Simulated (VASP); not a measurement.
Crystal: KBr.

```
K Br
1.0
     4.58253    0.00000    0.00000
    -2.29126    3.96858    0.00000
     0.00000    0.00000    7.46952
K Br
2 2
Cartesian
  0.0000 0.0000 0.0000
  0.0000 0.0000 3.7348
  0.0000 2.6457 1.8674
  2.2913 1.3229 5.6021
```

| Property | Result |
| --- | --- |
| Program | VASP 6.6.1 |
| Task | relaxation of cell and atoms |
| Functional | PBE |
| Potentials or basis | VASP PAW PBE potentials, release 64 (K_sv, Br) |
| Cutoff | 600 eV |
| k mesh | 6 × 6 × 4 |
| Occupations | fermi-dirac, width 0.02 eV |
| Spin | no spin polarisation |

At the start: pressure 2.0 GPa; volume 33.96 Å³/atom.

Question: How do energy, volume and symmetry change on relaxing?

Answer: Over 8 steps the energy falls by 29.8 meV/atom and the volume is 37.89 Å³/atom (+11.6 %); space group P6_3/mmc (No. 194, to 0.05 Å).

The path:
| step | energy change (eV) | largest force (eV/Å) | pressure (GPa) | volume (Å³) |
| --- | --- | --- | --- | --- |
| 1 | 0.0000 | 0.0000 | 1.98 | 135.84 |
| 2 | -0.0825 | 0.0000 | 0.80 | 144.27 |
| 3 | -0.1080 | 0.0000 | 0.00 | 152.03 |
| 4 | -0.1085 | 0.0000 | -0.12 | 153.31 |
| 5 | -0.1132 | 0.0000 | -0.10 | 152.96 |
| 6 | -0.1192 | 0.0000 | -0.03 | 151.86 |
| 7 | -0.1192 | 0.0000 | -0.03 | 151.89 |
| 8 | -0.1193 | 0.0000 | 0.00 | 151.57 |

Final structure:
```cif
data_structure
_symmetry_space_group_name_H-M 'P 1'
_symmetry_Int_Tables_number 1
_cell_length_a 4.6410
_cell_length_b 4.6410
_cell_length_c 8.1257
_cell_angle_alpha 90.000
_cell_angle_beta 90.000
_cell_angle_gamma 120.000
_cell_volume 151.57
loop_
_atom_site_label
_atom_site_type_symbol
_atom_site_fract_x
_atom_site_fract_y
_atom_site_fract_z
_atom_site_occupancy
K1 K 0.00000 0.00000 0.00000 1
K2 K 0.00000 0.00000 0.50000 1
Br1 Br 0.33333 0.66667 0.25000 1
Br2 Br 0.66667 0.33333 0.75000 1
```
